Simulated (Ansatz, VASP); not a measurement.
KTaO3: VASP beside Ansatz

File INCAR:

```
ALGO = Normal
EDIFF = 1E-7
ENCUT = 520
GGA = PS
ISIF = 2
ISMEAR = 0
LASPH = T
LCHARG = F
LREAL = F
LWAVE = F
NBANDS = 27
NELM = 60
PREC = Accurate
SIGMA = 0.05
```

The input KPOINTS:

```
k-points
0
Gamma
  8 8 8
```

The input POSCAR:

```
KTaO3
1.0
    4.0205195569      0.0000000000      0.0000000000
    0.0000000000      4.0205195569      0.0000000000
    0.0000000000      0.0000000000      4.0205195569
K Ta O
1 1 3
Direct
    0.5000000000      0.5000000000      0.5000000000
    0.0000000000      0.0000000000      0.0000000000
    0.5000000000      0.0000000000      0.0000000000
    0.0000000000      0.5000000000      0.0000000000
    0.0000000000      0.0000000000      0.5000000000
```

Input for Ansatz:

```yaml
crystal:
  lattice:
    - [4.0205195569, 0.0, 0.0]
    - [0.0, 4.0205195569, 0.0]
    - [0.0, 0.0, 4.0205195569]
  atoms:
    - { symbol: K, position: [0.5, 0.5, 0.5] }
    - { symbol: Ta, position: [0.0, 0.0, 0.0] }
    - { symbol: O, position: [0.5, 0.0, 0.0] }
    - { symbol: O, position: [0.0, 0.5, 0.0] }
    - { symbol: O, position: [0.0, 0.0, 0.5] }
basis:
  ecutwfc: 520.0
kpoints:
  mp_grid: { grid: [8, 8, 8] }
hamiltonian:
  xc: pbesol
  pseudopotentials: { kind: paw }
scf:
  occupations: { method: gaussian, width: 0.05 }
output:
  forces: true
  stress: true
  eigenvalues: true
```

Alike in both runs: task single point; functional PBEsol; k mesh 8 × 8 × 8; occupations gaussian, width 0.05 eV; no spin polarisation.

|  | VASP | Ansatz |
| --- | --- | --- |
| version | VASP 6.6.1 | Ansatz 0.2.0 |
| potentials or method | VASP PAW PBE potentials, release 64 (K_sv, Ta_pv, O), cutoff 520 eV | scalar-relativistic, plane waves, PAW |
| valence electrons in the cell | 38 | 40 |

```csv
,VASP,Ansatz,Ansatz less VASP
gap on the k mesh at the Fermi level (eV),2.03,2.08,+0.044
least direct gap on the mesh (eV),2.67,2.70,+0.035
pressure (GPa),-4.4,-5.0,-0.63
```

VASP's potentials were made for PBE, not for PBEsol. With one functional, cell and mesh, what is left measures potentials, basis and numerics. VASP's potentials hold 38 valence electrons a cell and Ansatz's 40, so a difference there can come from the potentials and not from the codes.

Neither program's run includes spin-orbit coupling.
